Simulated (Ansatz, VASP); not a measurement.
HfO2 in VASP and in Ansatz

File INCAR:

```
PREC = Accurate
ENCUT = 520
EDIFF = 1E-6
ISMEAR = 0
SIGMA = 0.05
LREAL = False
LASPH = True
NELM = 80
ALGO = Normal
ISIF = 2
LWAVE = False
LCHARG = False
GGA = PE
NBANDS = 31
```

KPOINTS

```
Automatic mesh
0
Gamma
  6 6 6
```

Contents of POSCAR:

```
HfO2
1.0
    0.0000000000     -2.5489194559     -2.5489194559
    0.0000000000      2.5489194559     -2.5489194559
    5.0978389119      0.0000000000      0.0000000000
Hf O
2 4
Direct
    0.5205577308      0.4794422692      0.5000000000
   -0.0205577308      0.0205577308      0.0000000000
    0.0001499571      0.5001499571      0.6634927549
    0.4998500429     -0.0001499571      0.3365072451
    0.0001499571      0.5001499571      0.1634927549
    0.4998500429     -0.0001499571      0.8365072451
```

Input for Ansatz:

```yaml
crystal:
  lattice:
    - [0.0, -2.5489194559, -2.5489194559]
    - [0.0, 2.5489194559, -2.5489194559]
    - [5.0978389119, 0.0, 0.0]
  atoms:
    - { symbol: Hf, position: [0.5205577308, 0.4794422692, 0.5] }
    - { symbol: Hf, position: [-0.0205577308, 0.0205577308, 0.0] }
    - { symbol: O, position: [0.0001499571, 0.5001499571, 0.6634927549] }
    - { symbol: O, position: [0.4998500429, -0.0001499571, 0.3365072451] }
    - { symbol: O, position: [0.0001499571, 0.5001499571, 0.1634927549] }
    - { symbol: O, position: [0.4998500429, -0.0001499571, 0.8365072451] }
basis:
  ecutwfc: 520.0
kpoints:
  mp_grid: { grid: [6, 6, 6] }
hamiltonian:
  xc: pbe
  pseudopotentials: { kind: paw, azcp: { folder: soft_1 } }
scf:
  occupations: { method: gaussian, width: 0.05 }
output:
  forces: true
  stress: true
  eigenvalues: true
```

Change from the starting cell: mode 1 frozen in at -0.441 Å and mode 5 at -0.105 Å (largest displacements).

Alike in both runs: task single point; functional PBE; k mesh 6 × 6 × 6; occupations gaussian, width 0.05 eV; no spin polarisation.

|  | VASP | Ansatz |
| --- | --- | --- |
| version | VASP 6.6.1 | Ansatz 0.2.0 |
| potentials or method | VASP PAW PBE potentials, release 64 (Hf_pv, O), cutoff 520 eV | scalar-relativistic, plane waves, PAW |
| valence electrons in the cell | 44 | 76 |

```csv
,VASP,Ansatz,Ansatz less VASP
gap on the k mesh at the Fermi level (eV),4.38,4.42,+0.039
least direct gap on the mesh (eV),4.55,4.60,+0.047
pressure (GPa),16.8,19.9,+3.09
"traceless stress, the component that is largest in VASP (GPa)",-10.34,-10.29,+0.052
rms of the force components (eV/Å),1.154,1.167,+0.0125
```

Atom by atom the forces differ by 0.027 eV/Å (rms over components). VASP's potentials hold 44 valence electrons a cell and Ansatz's 76, so a difference there can come from the potentials and not from the codes.

Neither program's run includes spin-orbit coupling.
